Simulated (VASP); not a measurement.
# TiO2 (P1) in VASP: a series of runs

Runs on TiO2. Level: r2SCAN. Tasks: single point.

Program: VASP 6.6.1. These are calculated values, not measurements. Logs are shortened: lines on timing, memory, paths and dates and some standing lists are left out, and cuts for length are marked.

### 1 The cell of the first run

The typed cell holds 6 atoms: a = 3.778 Å, b = 3.778 Å, c = 5.486 Å, α = 110.14°, β = 110.14°, γ = 90.00°.

### 2 Single point, r2SCAN (atom 3 (O) moved -0.450 Å along Cartesian [0 0 1])

POSCAR

```
TiO2
1.0
    2.6711600402     -2.6712510909     -0.0201684190
    2.6711600402      2.6712510909     -0.0201684190
   -2.6353413730      0.0000000000      4.8120473783
Ti O
2 4
Direct
    0.1249747467      0.8750252533      0.2500000000
    0.8750252533      0.1249747467      0.7500000000
    0.2859597459      0.0359261632      0.5706410670
    0.6677180581      0.9177516408      0.3354553499
    0.9177516408      0.6677180581      0.8354553499
    0.0822483592      0.3322819419      0.1645446501
```

INCAR.step1

```
  PREC = Accurate
  ENCUT = 520
  ISMEAR = 0
  SIGMA = 0.05
  LREAL = F
  LASPH = T
  NELM = 100
  NBANDS = 33
  GGA = PE
  ALGO = Normal
  EDIFF = 1E-4
  LWAVE = T
  LCHARG = F
```

INCAR.step2

```
  PREC = Accurate
  ENCUT = 520
  EDIFF = 1E-6
  ISMEAR = 0
  SIGMA = 0.05
  LREAL = F
  LASPH = T
  NELM = 100
  ALGO = Normal
  ISIF = 2
  LWAVE = F
  LCHARG = T
  METAGGA = R2SCAN
  LMIXTAU = T
  LELF = T
  LVHAR = T
  NBANDS = 33
  ISTART = 1
```

KPOINTS

```
regular mesh
0
Gamma
  6 6 6
```

Potentials or basis: VASP PAW PBE potentials, release 64 (Ti_sv, O).

On the command line:

```bash
$ cat potpaw_PBE.64/Ti_sv/POTCAR potpaw_PBE.64/O/POTCAR > POTCAR
$ cp INCAR.step1 INCAR
$ mpirun -np 1 vasp_std > vasp.out
$ cp INCAR.step2 INCAR
$ mpirun -np 1 vasp_std > vasp.out
```

OUTCAR:

```text
PREC = Accurate
   ENCUT = 520
   EDIFF = 1E-6
   ISMEAR = 0
   LREAL = F
   LASPH = T
   NELM = 100
   ISIF = 2
   METAGGA = R2SCAN
   ISTART = 1

 ion  position               nearest neighbor table
   1  0.125  0.875  0.250-   3 1.54   4 1.93   6 1.93   4 1.93   6 1.93   5 1.99
   2  0.875  0.125  0.750-   5 1.93   5 1.93   4 1.99   6 1.99   3 2.07   3 2.08
   3  0.286  0.036  0.571-   1 1.54   2 2.07   2 2.08
   4  0.668  0.918  0.335-   1 1.93   1 1.93   2 1.99
   5  0.918  0.668  0.835-   2 1.93   2 1.93   1 1.99
   6  0.082  0.332  0.165-   1 1.93   1 1.93   2 1.99

  Warning from LATTYP: Got some problem with cell dimensions!
  Tried to take original basis but could not verify dimensions!
  LATTYP: Found a base centered monoclinic cell.
 ALAT       =     5.3424723586
 B/A-ratio  =     1.0000055823
 C/A-ratio  =     1.0268783488
 COS(beta)  =    -0.4868465916

  Lattice vectors:

 A1 = (  -2.6711600402,   2.6712510909,   0.0201684190)
 A2 = (  -2.6711600402,  -2.6712510909,   0.0201684190)
 A3 = (   2.7069787074,   0.0000000000,   4.7717105403)

Analysis of symmetry for initial positions (statically):
=====================================================================
 Subroutine PRICEL returns:
 Original cell was already a primitive cell.

 Routine SETGRP: Setting up the symmetry group for a
 base centered monoclinic supercell.

 Subroutine GETGRP returns: Found  1 space group operations
 (whereof  1 operations were pure point group operations)
 out of a pool of  4 trial point group operations.

The static configuration has the point symmetry C_1 .

Analysis of symmetry for dynamics (positions and initial velocities):
=====================================================================
 Subroutine PRICEL returns:
 Original cell was already a primitive cell.

 Routine SETGRP: Setting up the symmetry group for a
 base centered monoclinic supercell.

 Subroutine GETGRP returns: Found  1 space group operations
 (whereof  1 operations were pure point group operations)
 out of a pool of  4 trial point group operations.

The dynamic configuration has the point symmetry C_1 .

 Subroutine INISYM returns: Found  1 space group operations
 (whereof  1 operations are pure point group operations),
 and found     1 'primitive' translations

----------------------------------------------------------------------------------------

                                     Primitive cell

  volume of cell :      68.3872

[... 99 lines left out ...]
   NSW    =      0    number of steps for IOM
   IBRION =     -1    ionic relax: 0-MD 1-quasi-New 2-CG
   NFREE  =      0    steps in history (QN), initial steepest desc. (CG)
   ISIF   =      2    stress and relaxation
   ISYM   =      2    0-nonsym 1-usesym 2-fastsym
   POTIM  = 0.5000    time-step for ionic-motion
   TEBEG  =    0.0;   TEEND  =   0.0 temperature during run
   PSTRESS=    0.0 pullay stress
   NELECT =      48.0000    total number of electrons
   NUPDOWN=      -1.0000    fix difference up-down
   EMIN   =  10.00;   EMAX   =-10.00  energy-range for DOS
   EFERMI =   0.00;   METHOD = LEGACY
   ISMEAR =     0;   SIGMA  =   0.05  broadening in eV -4-tet -1-fermi 0-gaus
   EFERMI_NEDOS =   21; number of points for ismear=-14 and -15
   IALGO  =     38    algorithm
   IMIX   =      4    mixing-type and parameters
     AMIX     =   0.40;   BMIX     =  1.00
     AMIX_MAG =   1.60;   BMIX_MAG =  1.00
  volume/ion in A,a.u.               =      11.40        76.92
  Fermi-wavevector in a.u.,A,eV,Ry     =   1.454890  2.749344 28.799531  2.116706
  Thomas-Fermi vector in A             =   2.571988
   LORBIT       =      0    0 simple, 1 ext, 2 COOP (PROOUT), +10 PAW based schemes
   METAGGA = R2SCAN    functional components
   LHFCALC =     F    Hartree Fock is set to
   AEXX    =    0.0000 exact exchange contribution
   IVDW    =     0    specifies the selected vdW correction
   LEPSILON=     F    determine dielectric tensor
   LRPA    =     F    only Hartree local field effects (RPA)
 non-spin polarized calculation
 Gauss-broadening in eV      SIGMA  =   0.05
  energy-cutoff  :      520.00
  volume of cell :       68.39
 maximum number of plane-waves:      1858
   NGX = 15   NGY = 15   NGZ = 21

 number of electron      47.9999993 magnetization

 Free energy of the ion-electron system (eV)
  ---------------------------------------------------
  ext. energy  EPLUGINS =         0.00000000
  ---------------------------------------------------
  free energy    TOTEN  =       -67.04343258 eV

  energy without entropy =      -67.04343258  energy(sigma->0) =      -67.04343258

 E-fermi :   3.9863     XC(G=0): -11.3537

 val. band max:        3.5899897712   @ k =   0.0000   0.0000   0.5000
 cond. band min:       5.4471862825   @ k =   0.0000   0.0000   0.0000
 fundamental gap:      1.8571965113
 Fermi energy:         3.9862997069

 k-point     1 :       0.0000    0.0000    0.0000
  band No.  band energies     occupation
      1     -55.9252      2.00000
      2     -54.4542      2.00000
      3     -31.1735      2.00000
      4     -31.1343      2.00000
      5     -31.0860      2.00000
      6     -30.5697      2.00000
[... 853 lines left out ...]
     32       9.5012      0.00000
     33      10.4787      0.00000

 [... further k-points ...]

------------------------ aborting loop because EDIFF is reached ----------------------------------------

  FORCE on cell =-STRESS in cart. coord.  units (eV):
  Direction    XX          YY          ZZ          XY          YZ          ZX
  --------------------------------------------------------------------------------------
  -------------------------------------------------------------------------------------
  Total        2.9527801      2.9504840     23.8137152     -1.8658173      0.0359017      0.1859487
  in kB       69.1777948     69.1240034    557.9082339    -43.7124089      0.8411060      4.3564111
  external PRESSURE =     232.0700107 kB  Pullay stress =       0.0000000 kB

 VOLUME and BASIS-vectors are now :
 -----------------------------------------------------------------------------
  energy-cutoff  :      520.00
  volume of cell :       68.39
      direct lattice vectors                 reciprocal lattice vectors
     2.671160040 -2.671251091 -0.020168419     0.187961819 -0.187178211  0.102938213
     2.671160040  2.671251091 -0.020168419     0.187961819  0.187178211  0.102938213
    -2.635341373  0.000000000  4.812047378     0.001575584  0.000000000  0.208674629

 POSITION                                       TOTAL-FORCE (eV/Angst)
 -----------------------------------------------------------------------------------
      2.01232      2.00357      1.18284        -0.115951      0.005000    -11.292278
      0.69465     -2.00357      3.58887        -0.004143      0.000929     -1.400794
     -0.64403     -0.66790      2.73946         0.126766      0.021473     17.519752
      3.35100      0.66790      1.58225         0.012251     -0.029067     -1.020127
      2.03333     -0.66790      3.98827        -0.010019      0.000294     -2.459464
      0.67365      0.66790      0.78344        -0.008904      0.001372     -1.347089
 -----------------------------------------------------------------------------------
    total drift:                                0.000527     -0.000946      0.011069

  FREE ENERGIE OF THE ION-ELECTRON SYSTEM (eV)
  ---------------------------------------------------
  free  energy   TOTEN  =       -67.0434325821 eV

  energy  without entropy=      -67.0434325821  energy(sigma->0) =      -67.04343258
```

OUTCAR.step1:

```text
PREC = Accurate
   ENCUT = 520
   ISMEAR = 0
   LREAL = F
[... 1105 lines left out ...]
     -0.64403     -0.66790      2.73946         0.125182      0.020451     17.030473
      3.35100      0.66790      1.58225         0.010098     -0.027155     -1.082931
      2.03333     -0.66790      3.98827        -0.010798     -0.000525     -2.488781
      0.67365      0.66790      0.78344        -0.007187      0.001946     -1.197200
 -----------------------------------------------------------------------------------
    total drift:                                0.000130     -0.000021      0.004056

  FREE ENERGIE OF THE ION-ELECTRON SYSTEM (eV)
  ---------------------------------------------------
  free  energy   TOTEN  =       -51.0854370741 eV

  energy  without entropy=      -51.0854370741  energy(sigma->0) =      -51.08543707
```

OSZICAR.step1:

```text
N       E                     dE             d eps       ncg     rms          rms(c)
DAV:   1     0.677714843819E+03    0.67771E+03   -0.24568E+04  7400   0.170E+03
DAV:   2     0.363994157373E+02   -0.64132E+03   -0.59529E+03  8166   0.517E+02
DAV:   3    -0.618108910003E+02   -0.98210E+02   -0.96264E+02 10212   0.193E+02
DAV:   4    -0.680541216671E+02   -0.62432E+01   -0.62268E+01 11138   0.459E+01
DAV:   5    -0.683389403035E+02   -0.28482E+00   -0.28479E+00  9389   0.780E+00    0.392E+01
DAV:   6    -0.510765016864E+02    0.17262E+02   -0.75089E+01 10367   0.932E+01    0.133E+01
DAV:   7    -0.514748462958E+02   -0.39834E+00   -0.16267E+01  9618   0.375E+01    0.118E+01
DAV:   8    -0.510473291792E+02    0.42752E+00   -0.94535E-01  9882   0.150E+01    0.597E+00
DAV:   9    -0.511606211415E+02   -0.11329E+00   -0.60767E-01 10351   0.799E+00    0.301E+00
DAV:  10    -0.510841145639E+02    0.76507E-01   -0.17301E-01  9428   0.564E+00    0.745E-01
DAV:  11    -0.510851302359E+02   -0.10157E-02   -0.14928E-02  8670   0.121E+00    0.417E-01
DAV:  12    -0.510855922490E+02   -0.46201E-03   -0.62425E-03  8764   0.822E-01    0.106E-01
DAV:  13    -0.510854183604E+02    0.17389E-03   -0.60746E-04  9419   0.190E-01    0.372E-02
DAV:  14    -0.510854370741E+02   -0.18714E-04   -0.15950E-04  4040   0.111E-01
   1 F= -.51085437E+02 E0= -.51085437E+02  d E =-.114615E-13
```

Wall time 5.8 min (1 thread of Intel Xeon 6975P-C (Granite Rapids), shared host); peak memory 0.31 GiB.

Results:

```
Free energy            : -67.0434 eV
Pressure               : 23.2 GPa
Largest force          : 17.520 eV/Å
Band gap on the k mesh : 1.86 eV (least direct gap 1.95 eV)
```

Forces in eV/Å, atoms in the order of the input:
```
Ti   -0.116   0.005 -11.292
Ti   -0.004   0.001  -1.401
O     0.127   0.021  17.520
O     0.012  -0.029  -1.020
O    -0.010   0.000  -2.459
O    -0.009   0.001  -1.347
```

Stress tensor (GPa, compression positive):
```
 6.92 -4.37  0.44
-4.37  6.91  0.08
 0.44  0.08 55.79
```

Caveat: the cell differs from its parent crystal (atom 3 (O) moved -0.450 Å along Cartesian [0 0 1]); the cell stands under pressure; the PAW data sets were made with another functional, which shifts forces and pressure a little. A k mesh can miss the band edges.

### 3 Single point, r2SCAN (atom 3 (O) moved +0.338 Å along Cartesian [0 0 1])

Changes to POSCAR since step 2:

```diff
@@ -10,3 +10,3 @@
     0.8750252533      0.1249747467      0.7500000000
-    0.2859597459      0.0359261632      0.5706410670
+    0.3670235889      0.1169900062      0.7349723374
     0.6677180581      0.9177516408      0.3354553499
```

INCAR.step1

```
PREC     = Accurate       # precision mode
ENCUT    = 520            # plane-wave cutoff, eV
ISMEAR   = 0              # smearing method
SIGMA    = 0.05           # smearing width, eV
LREAL    = False          # projectors in reciprocal space
LASPH    = True           # aspherical terms in the spheres
NELM     = 60             # most SCF steps
NBANDS   = 33             # bands
GGA      = PE             # functional
ALGO     = Normal         # electronic algorithm
EDIFF    = 1E-4           # SCF threshold, eV
LWAVE    = True           # write WAVECAR
LCHARG   = False          # write CHGCAR
```

INCAR.step2

```
PREC     = Accurate       # precision mode
ENCUT    = 520            # plane-wave cutoff, eV
EDIFF    = 1E-6           # SCF threshold, eV
ISMEAR   = 0              # smearing method
SIGMA    = 0.05           # smearing width, eV
LREAL    = False          # projectors in reciprocal space
LASPH    = True           # aspherical terms in the spheres
NELM     = 60             # most SCF steps
ALGO     = Normal         # electronic algorithm
ISIF     = 2              # what is computed and relaxed
LWAVE    = False          # write WAVECAR
LCHARG   = False          # write CHGCAR
METAGGA  = R2SCAN         # meta-GGA
LMIXTAU  = True         
NBANDS   = 33             # bands
ISTART   = 1
```

KPOINTS

```
Automatic mesh
0
Gamma
  6 6 6
```

Potentials or basis: VASP PAW PBE potentials, release 64 (Ti_sv, O).

On the command line:

```bash
$ cat potpaw_PBE.64/Ti_sv/POTCAR potpaw_PBE.64/O/POTCAR > POTCAR
$ cp INCAR.step1 INCAR
$ mpirun -np 1 vasp_std > vasp.out
$ cp INCAR.step2 INCAR
$ mpirun -np 1 vasp_std > vasp.out
```

OUTCAR:

```text
PREC = Accurate
   ENCUT = 520
   EDIFF = 1E-6
   ISMEAR = 0
   LREAL = False
   LASPH = True
   NELM = 60
   ISIF = 2
   METAGGA = R2SCAN
   ISTART = 1

 ion  position               nearest neighbor table
   1  0.125  0.875  0.250-   4 1.93   6 1.93   4 1.93   6 1.93   5 1.99   3 2.32
   2  0.875  0.125  0.750-   3 1.89   3 1.89   5 1.93   5 1.93   6 1.99   4 1.99
   3  0.367  0.117  0.735-   2 1.89   2 1.89   1 2.32
   4  0.668  0.918  0.335-   1 1.93   1 1.93   2 1.99
   5  0.918  0.668  0.835-   2 1.93   2 1.93   1 1.99
   6  0.082  0.332  0.165-   1 1.93   1 1.93   2 1.99
[... 1075 lines left out ...]
  -------------------------------------------------------------------------------------
  Total        1.0482631      1.0477270     -2.6435389     -0.2379355     -0.0055268     -0.0206206
  in kB       24.5587296     24.5461712    -61.9328865     -5.5743569     -0.1294822     -0.4831006
  external PRESSURE =      -4.2759952 kB  Pullay stress =       0.0000000 kB

 VOLUME and BASIS-vectors are now :
 -----------------------------------------------------------------------------
  energy-cutoff  :      520.00
  volume of cell :       68.39
      direct lattice vectors                 reciprocal lattice vectors
     2.671160040 -2.671251091 -0.020168419     0.187961819 -0.187178211  0.102938213
     2.671160040  2.671251091 -0.020168419     0.187961819  0.187178211  0.102938213
    -2.635341373  0.000000000  4.812047378     0.001575584  0.000000000  0.208674629

 POSITION                                       TOTAL-FORCE (eV/Angst)
 -----------------------------------------------------------------------------------
      2.01232      2.00357      1.18284        -0.009744     -0.000702     -0.861075
      0.69465     -2.00357      3.58887         0.002115      0.005267      0.623006
     -0.64403     -0.66790      3.52696         0.006760     -0.013433     -2.374611
      3.35100      0.66790      1.58225         0.001244      0.006576      0.772891
      2.03333     -0.66790      3.98827        -0.005793      0.001057      0.777682
      0.67365      0.66790      0.78344         0.005419      0.001235      1.062107
 -----------------------------------------------------------------------------------
    total drift:                                0.000853     -0.000731     -0.006292

  FREE ENERGIE OF THE ION-ELECTRON SYSTEM (eV)
  ---------------------------------------------------
  free  energy   TOTEN  =       -69.3696137775 eV

  energy  without entropy=      -69.3696137775  energy(sigma->0) =      -69.36961378
```

OSZICAR.step1:

```text
N       E                     dE             d eps       ncg     rms          rms(c)
DAV:   1     0.665113019483E+03    0.66511E+03   -0.24519E+04  7408   0.170E+03
DAV:   2     0.339415237618E+02   -0.63117E+03   -0.58588E+03  8023   0.514E+02
DAV:   3    -0.644237646554E+02   -0.98365E+02   -0.96280E+02 10278   0.191E+02
DAV:   4    -0.704196971922E+02   -0.59959E+01   -0.59825E+01 11112   0.449E+01
DAV:   5    -0.707061286081E+02   -0.28643E+00   -0.28640E+00  9621   0.737E+00    0.320E+01
DAV:   6    -0.537286050942E+02    0.16978E+02   -0.77438E+01 10481   0.890E+01    0.118E+01
DAV:   7    -0.537146909473E+02    0.13914E-01   -0.15663E+01 10142   0.349E+01    0.964E+00
DAV:   8    -0.534690275453E+02    0.24566E+00   -0.60305E-01  9730   0.803E+00    0.642E+00
DAV:   9    -0.534856418098E+02   -0.16614E-01   -0.90424E-01 10505   0.111E+01    0.284E+00
DAV:  10    -0.534016268764E+02    0.84015E-01   -0.29246E-01 10031   0.541E+00    0.837E-01
DAV:  11    -0.533982691905E+02    0.33577E-02   -0.20970E-02  9419   0.171E+00    0.448E-01
DAV:  12    -0.533963587860E+02    0.19104E-02   -0.22061E-02  8834   0.885E-01    0.221E-01
DAV:  13    -0.533959004083E+02    0.45838E-03   -0.23787E-03  9214   0.486E-01    0.345E-02
DAV:  14    -0.533959154879E+02   -0.15080E-04   -0.26743E-04  6424   0.132E-01
   1 F= -.53395915E+02 E0= -.53395915E+02  d E =-.102518E-12
```

Run time: 6 min. Hardware: 1 thread of Intel Xeon 6975P-C (Granite Rapids), shared host; peak memory 0.32 GiB.

What came out:

* Free energy: -69.3696 eV
* Pressure: -0.4 GPa
* Largest force: 2.375 eV/Å
* Band gap on the k mesh: 1.95 eV (least direct gap 2.59 eV)

Forces in eV/Å, atoms in the order of the input:
```
Ti  -0.010 -0.001 -0.861
Ti   0.002  0.005  0.623
O    0.007 -0.013 -2.375
O    0.001  0.007  0.773
O   -0.006  0.001  0.778
O    0.005  0.001  1.062
```

Stress tensor (GPa, compression positive):
```
 2.46 -0.56 -0.05
-0.56  2.45 -0.01
-0.05 -0.01 -6.19
```

Caveat: the cell differs from its parent crystal (atom 3 (O) moved +0.338 Å along Cartesian [0 0 1]); the PAW data sets were made with another functional, which shifts forces and pressure a little. A k mesh can miss the band edges.
